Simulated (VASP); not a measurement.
# LiH: single point with LDA

LiH:

```
CELL_PARAMETERS angstrom
0.00000 2.02308 2.02308
2.02308 0.00000 2.02308
2.02308 2.02308 0.00000
ATOMIC_POSITIONS crystal
Li 0.00000 0.00000 0.00000
H 0.50000 0.50000 0.50000
```

This cell differs from its parent crystal: volume scaled by 0.98.

```
Program                : VASP 6.6.1
Task                   : single point
Functional             : LDA
Potentials or basis    : VASP PAW LDA potentials, release 64 (Li_sv, H)
Cutoff                 : 520 eV
k mesh                 : 11 × 11 × 11
Occupations            : fermi-dirac, width 0.05 eV
Spin                   : no spin polarisation
Dipole correction      : no
Further INCAR settings : ALGO = Normal; EDIFF = 1e-06; NBANDS = 9
```

The band gap on the k mesh is 2.83 eV, direct.

Levels at points of the mesh, in eV from the valence-band top:
```tsv
k point	band 1	band 2	band 3	band 4	band 5	band 6	band 7
(0.00, 0.00, 0.00)	-43.44	-5.41	15.81	17.17	17.17	17.17	21.95
```

Run time: 5.6 s on 1 thread of Intel(R) Xeon(R) Platinum 8175M CPU @ 2.50GHz (Skylake/Cascade Lake), with other jobs on the host, peak memory 0.12 GiB.

 A k mesh can miss the band edges.
